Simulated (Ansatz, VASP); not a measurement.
## Two plane-wave programs on TiN

File INCAR:

```
PREC = Accurate ; ENCUT = 600
EDIFF = 1E-7 ; ISMEAR = 0
SIGMA = 0.1 ; LREAL = False
LASPH = True ; NELM = 120
ALGO = Normal ; ISIF = 3
LWAVE = False ; LCHARG = False
GGA = PS ; IBRION = 2
NSW = 80 ; EDIFFG = -0.05
GGA_COMPAT = False ; NELMIN = 4
```

The input KPOINTS:

```
regular mesh
0
Gamma
  11 11 11
```

POSCAR

```
TiN
1.0
    0.0000000000      2.1190000000      2.1190000000
    2.1190000000      0.0000000000      2.1190000000
    2.1190000000      2.1190000000      0.0000000000
Ti N
1 1
Direct
    0.0000000000      0.0000000000      0.0000000000
    0.5000000000      0.5000000000      0.5000000000
```

Input for Ansatz:

```yaml
crystal:
  lattice:
    bravais: fcc
    a: 4.238
  space_group: 225
  atoms:
    - { symbol: Ti, position: [0.0, 0.0, 0.0] }
    - { symbol: "N", position: [0.5, 0.0, 0.0] }
  reduce_to_primitive: true
kpoints:
  mp_grid:
    grid: [11, 11, 11]
hamiltonian:
  xc: pbesol
  dispersion: none
scf:
  convergence:
    dr2_threshold: 1.0e-08
  occupations:
    method: gaussian
    width: 0.1
relax:
  f_tol: 0.05
  cell: {}
```

Alike in both runs: task relaxation of cell and atoms; functional PBEsol; k mesh 11 × 11 × 11; occupations gaussian, width 0.1 eV; no spin polarisation.

|  | VASP | Ansatz |
| --- | --- | --- |
| version | VASP 6.6.1 | Ansatz 0.2.0 |
| potentials or method | VASP PAW PBE potentials, release 64 (Ti_sv, N) | plane waves, PAW |
| plane-wave cutoff (eV) | 600 | 420 |
| valence electrons in the cell | 17 | 17 |

```tsv
	VASP	Ansatz	Ansatz less VASP
relaxed volume (Å³/atom)	9.30	9.29	-0.012
relaxed length of the cell vector where the two differ most in proportion (Å)	2.974	2.973	-0.0013
```

VASP's potentials were made for PBE, not for PBEsol. Ansatz's warnings: stress scf threshold loose.
